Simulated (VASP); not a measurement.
# Pt in VASP: single point with LDA

Aim: the single point of Pt with LDA.

Everything below comes from runs of VASP 6.6.1. Logs are shortened: lines on timing, memory, paths and dates and some standing lists are left out, and cuts for length are marked.

## (1) The cell of the first run

The cell holds a slab with vacuum, 15 atoms: a = 5.538 Å, b = 5.538 Å, c = 23.874 Å, α = 90.00°, β = 90.00°, γ = 90.00°.

## (2) Single point, LDA (atoms taken out, then relaxed in part)

INCAR

```
PREC = Accurate
ENCUT = 520
EDIFF = 1E-7
ISMEAR = 0
SIGMA = 0.1
LREAL = Auto
LASPH = True
NELM = 80
ALGO = Normal
ISIF = 2
LWAVE = False
LCHARG = False
LDIPOL = True
IDIPOL = 3
DIPOL = 0.5 0.5 0.489
NBANDS = 88
```

KPOINTS

```
regular mesh
0
Gamma
  5 5 1
```

POSCAR

```
Pt
1.0
    5.5377774600      0.0000000000      0.0000000000
    0.0000000000      5.5377774600      0.0000000000
    0.0000000000      0.0000000000     23.8736998881
Pt
15
Direct
    0.2500000000      0.2500000000      0.3769838794
    0.2500000000      0.7500000000      0.3769838794
    0.7500000000      0.2500000000      0.3769838794
    0.7500000000      0.7500000000      0.3769838794
    0.0000000000      0.0000000000      0.4589946298
    0.0000000000      0.5000000000      0.4589946298
    0.5000000000      0.0000000000      0.4589946298
    0.5000000000      0.5000000000      0.4589946298
    0.2448931404      0.2448931404      0.5387571015
    0.2448931404      0.7551068596      0.5387571015
    0.7551068596      0.2448931404      0.5387571015
    0.7551068596      0.7551068596      0.5387571015
    0.0000000000      0.5000000000      0.6122596176
    0.5000000000      0.0000000000      0.6122596176
    0.5000000000      0.5000000000      0.6150939533
```

Potentials or basis: VASP PAW LDA potentials, release 64 (Pt).

On the command line:

```bash
cat potpaw_LDA.64/Pt/POTCAR > POTCAR
mpirun -np 1 vasp_std > vasp.out
```

OUTCAR:

```text
PREC = Accurate
   ENCUT = 520
   EDIFF = 1E-7
   ISMEAR = 0
   LREAL = Auto
   LASPH = True
   NELM = 80
   ISIF = 2

 ion  position               nearest neighbor table
   1  0.250  0.250  0.377-   2 2.77   3 2.77   2 2.77   3 2.77   7 2.77   8 2.77   5 2.77   6 2.77

   2  0.250  0.750  0.377-   1 2.77   4 2.77   1 2.77   4 2.77   7 2.77   8 2.77   5 2.77   6 2.77

   3  0.750  0.250  0.377-   1 2.77   4 2.77   4 2.77   1 2.77   7 2.77   8 2.77   5 2.77   6 2.77

   4  0.750  0.750  0.377-   2 2.77   3 2.77   3 2.77   2 2.77   7 2.77   8 2.77   5 2.77   6 2.77

   5  0.000  0.000  0.459-   9 2.70  10 2.70  11 2.70  12 2.70   6 2.77   7 2.77   6 2.77   7 2.77
                             1 2.77   2 2.77   3 2.77   4 2.77
   6  0.000  0.500  0.459-   9 2.73  10 2.73  11 2.73  12 2.73   5 2.77   8 2.77   5 2.77   8 2.77
                             1 2.77   2 2.77   3 2.77   4 2.77
   7  0.500  0.000  0.459-   9 2.73  10 2.73  11 2.73  12 2.73   5 2.77   8 2.77   8 2.77   5 2.77
                             1 2.77   2 2.77   3 2.77   4 2.77
   8  0.500  0.500  0.459-   9 2.76  10 2.76  11 2.76  12 2.76   6 2.77   7 2.77   7 2.77   6 2.77
                             1 2.77   2 2.77   3 2.77   4 2.77
   9  0.245  0.245  0.539-  13 2.63  14 2.63   5 2.70  15 2.70  11 2.71  10 2.71   7 2.73   6 2.73
                             8 2.76  10 2.83  11 2.83
  10  0.245  0.755  0.539-  13 2.63  14 2.63   5 2.70  15 2.70  12 2.71   9 2.71   7 2.73   6 2.73
                             8 2.76  12 2.83   9 2.83
  11  0.755  0.245  0.539-  13 2.63  14 2.63   5 2.70  15 2.70  12 2.71   9 2.71   7 2.73   6 2.73
                             8 2.76  12 2.83   9 2.83
  12  0.755  0.755  0.539-  13 2.63  14 2.63   5 2.70  15 2.70  11 2.71  10 2.71   7 2.73   6 2.73
                             8 2.76  11 2.83  10 2.83
  13  0.000  0.500  0.612-   9 2.63  10 2.63  11 2.63  12 2.63  15 2.77  15 2.77
  14  0.500  0.000  0.612-   9 2.63  10 2.63  11 2.63  12 2.63  15 2.77  15 2.77
  15  0.500  0.500  0.615-   9 2.70  10 2.70  11 2.70  12 2.70  13 2.77  14 2.77  14 2.77  13 2.77

  LATTYP: Found a simple tetragonal cell.
 ALAT       =     5.5377774600
 C/A-ratio  =     4.3110616236

  Lattice vectors:

 A1 = (   5.5377774600,   0.0000000000,   0.0000000000)
 A2 = (   0.0000000000,   5.5377774600,   0.0000000000)
 A3 = (   0.0000000000,   0.0000000000,  23.8736998881)

Analysis of symmetry for initial positions (statically):
=====================================================================
 Subroutine PRICEL returns:
 Original cell was already a primitive cell.

 Routine SETGRP: Setting up the symmetry group for a
 simple tetragonal supercell.

 Subroutine GETGRP returns: Found  8 space group operations
 (whereof  8 operations were pure point group operations)
 out of a pool of 16 trial point group operations.

The static configuration has the point symmetry C_4v.

Analysis of symmetry for dynamics (positions and initial velocities):
=====================================================================
 Subroutine PRICEL returns:
 Original cell was already a primitive cell.

 Routine SETGRP: Setting up the symmetry group for a
 simple tetragonal supercell.

 Subroutine GETGRP returns: Found  8 space group operations
 (whereof  8 operations were pure point group operations)
 out of a pool of 16 trial point group operations.

The dynamic configuration has the point symmetry C_4v.

 Subroutine INISYM returns: Found  8 space group operations
 (whereof  8 operations are pure point group operations),
 and found     1 'primitive' translations

----------------------------------------------------------------------------------------

                                     Primitive cell

  volume of cell :     732.1343

  direct lattice vectors                    reciprocal lattice vectors
     5.537777460  0.000000000  0.000000000     0.180577859  0.000000000  0.000000000
     0.000000000  5.537777460  0.000000000     0.000000000  0.180577859  0.000000000
     0.000000000  0.000000000 23.873699888     0.000000000  0.000000000  0.041887098

  length of vectors
     5.537777460  5.537777460 23.873699888     0.180577859  0.180577859  0.041887098

  position of ions in fractional coordinates (direct lattice)
     0.250000000  0.250000000  0.376983879
     0.250000000  0.750000000  0.376983879
     0.750000000  0.250000000  0.376983879
     0.750000000  0.750000000  0.376983879
     0.000000000  0.000000000  0.458994630
     0.000000000  0.500000000  0.458994630
     0.500000000  0.000000000  0.458994630
     0.500000000  0.500000000  0.458994630
     0.244893140  0.244893140  0.538757102
     0.244893140  0.755106860  0.538757102
     0.755106860  0.244893140  0.538757102
     0.755106860  0.755106860  0.538757102
     0.000000000  0.500000000  0.612259618
     0.500000000  0.000000000  0.612259618
     0.500000000  0.500000000  0.615093953

  ion indices of the primitive-cell ions
   primitive index   ion index
                 1           1
                 2           2
                 3           3
                 4           4
                 5           5
                 6           6
                 7           7
                 8           8
                 9           9
                10          10
                11          11
                12          12
                13          13
                14          14
                15          15

----------------------------------------------------------------------------------------

 KPOINTS: regular mesh

Automatic generation of k-mesh.
 Grid dimensions read from file:
 generate k-points for:    5    5    1

 Generating k-lattice:

  Cartesian coordinates                     Fractional coordinates (reciprocal lattice)
     0.036115572  0.000000000  0.000000000     0.200000000  0.000000000  0.000000000
     0.000000000  0.036115572  0.000000000     0.000000000  0.200000000  0.000000000
     0.000000000  0.000000000  0.041887098     0.000000000  0.000000000  1.000000000

  Length of vectors
     0.036115572  0.036115572  0.041887098

  Shift w.r.t. Gamma in fractional coordinates (k-lattice)
     0.000000000  0.000000000  0.000000000

 Subroutine IBZKPT returns following result:
 ===========================================

 Found      6 irreducible k-points:

 Following reciprocal coordinates:
            Coordinates               Weight
  0.000000  0.000000  0.000000      1.000000
  0.200000  0.000000  0.000000      4.000000
  0.400000  0.000000  0.000000      4.000000
  0.200000  0.200000  0.000000      4.000000
  0.400000  0.200000  0.000000      8.000000
  0.400000  0.400000  0.000000      4.000000
   k-points           NKPTS =      6   k-points in BZ     NKDIM =      6   number of bands    NBANDS=     88
   number of dos      NEDOS =    301   number of ions     NIONS =     15
   total plane-waves  NPLWV = 317520
   dimension x,y,z NGX =    42 NGY =   42 NGZ =  180
   dimension x,y,z NGXF=    84 NGYF=   84 NGZF=  360
   ions per type =              15
   NGX,Y,Z   is equivalent  to a cutoff of  12.61, 12.61, 12.53 a.u.
   NGXF,Y,Z  is equivalent  to a cutoff of  25.22, 25.22, 25.07 a.u.
 SYSTEM =  unknown system
   PREC   = accura    normal or accurate (medium, high low for compatibility)
   ISTART =      0    job   : 0-new  1-cont  2-samecut
   ICHARG =      2    charge: 1-file 2-atom 10-const
   ISPIN  =      1    spin polarized calculation?
   LNONCOLLINEAR =      F non collinear calculations
   LSORBIT =      F    spin-orbit coupling
   LASPH  =      T    aspherical Exc in radial PAW
   ENCUT  =  520.0 eV  38.22 Ry    6.18 a.u.  10.30 10.30 44.39*2*pi/ulx,y,z
   NELM   =     80;   NELMIN=  2; NELMDL= -5     # of ELM steps
   EDIFF  = 0.1E-06   stopping-criterion for ELM
   LREAL  =      T    real-space projection
   EDIFFG = 0.1E-05   stopping-criterion for IOM
   NSW    =      0    number of steps for IOM
   IBRION =     -1    ionic relax: 0-MD 1-quasi-New 2-CG
   NFREE  =      0    steps in history (QN), initial steepest desc. (CG)
   ISIF   =      2    stress and relaxation
   ISYM   =      2    0-nonsym 1-usesym 2-fastsym
   POTIM  = 0.5000    time-step for ionic-motion
   TEBEG  =    0.0;   TEEND  =   0.0 temperature during run
   PSTRESS=    0.0 pullay stress
   NELECT =     150.0000    total number of electrons
   NUPDOWN=      -1.0000    fix difference up-down
   EMIN   =  10.00;   EMAX   =-10.00  energy-range for DOS
   EFERMI =   0.00;   METHOD = LEGACY
   ISMEAR =     0;   SIGMA  =   0.10  broadening in eV -4-tet -1-fermi 0-gaus
   EFERMI_NEDOS =   21; number of points for ismear=-14 and -15
   IALGO  =     38    algorithm
   IMIX   =      4    mixing-type and parameters
     AMIX     =   0.40;   BMIX     =  1.00
     AMIX_MAG =   1.60;   BMIX_MAG =  1.00
  volume/ion in A,a.u.               =      48.81       329.38
  Fermi-wavevector in a.u.,A,eV,Ry     =   0.965106  1.823786 12.672868  0.931430
  Thomas-Fermi vector in A             =   2.094794
   LORBIT       =      0    0 simple, 1 ext, 2 COOP (PROOUT), +10 PAW based schemes
   GGA     = CA    functional components
   LHFCALC =     F    Hartree Fock is set to
   AEXX    =    0.0000 exact exchange contribution
   IVDW    =     0    specifies the selected vdW correction
   LEPSILON=     F    determine dielectric tensor
   LRPA    =     F    only Hartree local field effects (RPA)
 non-spin polarized calculation
 Gauss-broadening in eV      SIGMA  =   0.10
  energy-cutoff  :      520.00
  volume of cell :      732.13
 maximum number of plane-waves:     19789
 NGX is ok and might be reduce to    42
   NGX = 21   NGY = 21   NGZ = 89

 dipolmoment           0.000000      0.000000      0.212628 electrons x Angstroem

 number of electron     150.0000020 magnetization

 dipolmoment           0.000000      0.000000     -0.049772 electrons x Angstroem

 Free energy of the ion-electron system (eV)
  ---------------------------------------------------
  ext. energy  EPLUGINS =         0.00000000
  ---------------------------------------------------
  free energy    TOTEN  =      -102.70135209 eV

  energy without entropy =     -102.55113985  energy(sigma->0) =     -102.62624597

 E-fermi :  -0.6492     XC(G=0):  -5.0720

 val. band max:       -0.6666527742   @ k =   0.2000   0.0000   0.0000
 cond. band min:      -0.6398849373   @ k =   0.0000   0.0000   0.0000
 fundamental gap:      0.0267678368
 Fermi energy:        -0.6492085419

 k-point     1 :       0.0000    0.0000    0.0000
  band No.  band energies     occupation
      1     -10.2948      2.00000
      2      -8.3716      2.00000
      3      -7.7575      2.00000
      4      -7.7575      2.00000
      5      -7.7403      2.00000
      6      -7.7370      2.00000
[... 79 lines left out ...]
     86       1.3581      0.00000
     87       1.3581      0.00000

 k-point     2 :       0.2000    0.0000    0.0000
  band No.  band energies     occupation
      1     -10.0440      2.00000
      2      -8.1758      2.00000
      3      -7.9066      2.00000
      4      -7.6674      2.00000
      5      -7.5386      2.00000
      6      -7.5371      2.00000
[... 356 lines left out ...]
      3      -7.6019      2.00000
      4      -7.1765      2.00000
      5      -6.9158      2.00000
      6      -6.7454      2.00000
[... 79 lines left out ...]
     86       1.8268      0.00000
     87       2.6225      0.00000
 [bands above 87 left out]

------------------------ aborting loop because EDIFF is reached ----------------------------------------

 vacuum level on the upper side and lower side of the slab       (xc-potential included)        -0.228         0.061

  FORCE on cell =-STRESS in cart. coord.  units (eV):
  Direction    XX          YY          ZZ          XY          YZ          ZX
  --------------------------------------------------------------------------------------
  -------------------------------------------------------------------------------------
  Total      -17.0206445    -17.0206445     -4.5016117      0.0000000      0.0000000      0.0000000
  in kB      -37.2473906    -37.2473906     -9.8511717      0.0000000      0.0000000      0.0000000
  external PRESSURE =     -28.1153176 kB  Pullay stress =       0.0000000 kB

 VOLUME and BASIS-vectors are now :
 -----------------------------------------------------------------------------
  energy-cutoff  :      520.00
  volume of cell :      732.13
      direct lattice vectors                 reciprocal lattice vectors
     5.537777460  0.000000000  0.000000000     0.180577859  0.000000000  0.000000000
     0.000000000  5.537777460  0.000000000     0.000000000  0.180577859  0.000000000
     0.000000000  0.000000000 23.873699888     0.000000000  0.000000000  0.041887098

 POSITION                                       TOTAL-FORCE (eV/Angst)
 -----------------------------------------------------------------------------------
      1.38444      1.38444      9.00000         0.027940      0.027940      0.625074
      1.38444      4.15333      9.00000         0.027940     -0.027940      0.625074
      4.15333      1.38444      9.00000        -0.027940      0.027940      0.625074
      4.15333      4.15333      9.00000        -0.027940     -0.027940      0.625074
      0.00000      0.00000     10.95790         0.000000     -0.000000     -0.867822
      0.00000      2.76889     10.95790        -0.000000      0.000000     -0.309333
      2.76889      0.00000     10.95790         0.000000      0.000000     -0.309333
      2.76889      2.76889     10.95790         0.000000      0.000000     -1.162916
      1.35616      1.35616     12.86213        -0.001348     -0.001348      0.002656
      1.35616      4.18161     12.86213        -0.001348      0.001348      0.002656
      4.18161      1.35616     12.86213         0.001348     -0.001348      0.002656
      4.18161      4.18161     12.86213         0.001348      0.001348      0.002656
      0.00000      2.76889     14.61690         0.000000      0.000000      0.050104
      2.76889      0.00000     14.61690         0.000000      0.000000      0.050104
      2.76889      2.76889     14.68457         0.000000     -0.000000      0.038277
 -----------------------------------------------------------------------------------
    total drift:                                0.000000      0.000000      0.029041

  FREE ENERGIE OF THE ION-ELECTRON SYSTEM (eV)
  ---------------------------------------------------
  free  energy   TOTEN  =      -102.7013520898 eV

  energy  without entropy=     -102.5511398491  energy(sigma->0) =     -102.62624597

 vacuum level on the upper side and lower side of the slab         5.030         5.327
```

It took 26 min on 1 thread of Intel Xeon 8259CL, shared host; peak memory 0.63 GiB.

What came out:

- Free energy: -102.7014 eV
- Largest force: 1.163 eV/Å
- Band gap on the k mesh: zero (bands 75 and 76 overlap by 0.49 eV)

Forces in eV/Å, atoms in the order of the input:
```
Pt   0.028  0.028  0.625
Pt   0.028 -0.028  0.625
Pt  -0.028  0.028  0.625
Pt  -0.028 -0.028  0.625
Pt   0.000  0.000 -0.868
Pt   0.000  0.000 -0.309
Pt   0.000  0.000 -0.309
Pt   0.000  0.000 -1.163
Pt  -0.001 -0.001  0.003
Pt  -0.001  0.001  0.003
Pt   0.001 -0.001  0.003
Pt   0.001  0.001  0.003
Pt   0.000  0.000  0.050
Pt   0.000  0.000  0.050
Pt   0.000  0.000  0.038
```

Levels at points of the mesh, in eV from the Fermi level:
```
           k point  band 70  band 71  band 72  band 73  band 74  band 75  band 76  band 77  band 78  band 79
(0.00, 0.00, 0.00)    -0.07     0.01     0.12     0.15     0.26     0.26     0.40     0.42     0.62     1.04
```

Caveat: the cell differs from its parent crystal (atoms taken out, then relaxed in part); spin-orbit coupling is left out, which moves the levels of the heavy elements.
